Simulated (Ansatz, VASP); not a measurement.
Ge: VASP beside Ansatz

Contents of INCAR:

```
ALGO = Normal ; EDIFF = 1E-6
ENCUT = 500 ; GGA = PS
GGA_COMPAT = False ; ISIF = 2
ISMEAR = 0 ; LASPH = True
LCHARG = False ; LREAL = False
LWAVE = False ; NBANDS = 21
NELM = 120 ; PREC = Accurate
SIGMA = 0.01
```

KPOINTS

```
k-points
0
Gamma
  6 6 6
```

POSCAR

```
Ge
1.0
    0.0000000000      2.7513662564      2.7513662564
    2.7513662564      0.0000000000      2.7513662564
    2.7513662564      2.7513662564      0.0000000000
Ge
2
Direct
    0.0000000000      0.0000000000      0.0000000000
    0.2500000000      0.2500000000      0.2500000000
```

Input for Ansatz:

```yaml
crystal:
  lattice:
    - [0.0, 2.751366256378784, 2.751366256378784]
    - [2.751366256378784, 0.0, 2.751366256378784]
    - [2.751366256378784, 2.751366256378784, 0.0]
  atoms:
    - { symbol: Ge, position: [0.0, 0.0, 0.0] }
    - { symbol: Ge, position: [0.25, 0.25, 0.25] }
basis:
  ecutwfc: 500.0
kpoints:
  mp_grid:
    grid: [6, 6, 6]
hamiltonian:
  xc: pbesol
scf:
  convergence:
    dr2_threshold: 1.0e-10
  occupations:
    method: fixed
output:
  stress: true
```

Alike in both runs: task single point; functional PBEsol; k mesh 6 × 6 × 6; no spin polarisation.

```csv
,VASP,Ansatz
version,VASP 6.6.1,Ansatz 0.2.0
potentials or method,"VASP PAW PBE potentials, release 64 (Ge_d), cutoff 500 eV","plane waves, PAW"
occupations,"gaussian, width 0.01 eV",fixed
valence electrons in the cell,28,28
```

```tsv
	VASP	Ansatz	Ansatz less VASP
pressure (GPa)	7.5	7.7	+0.20
```

VASP's potentials were made for PBE, not for PBEsol.
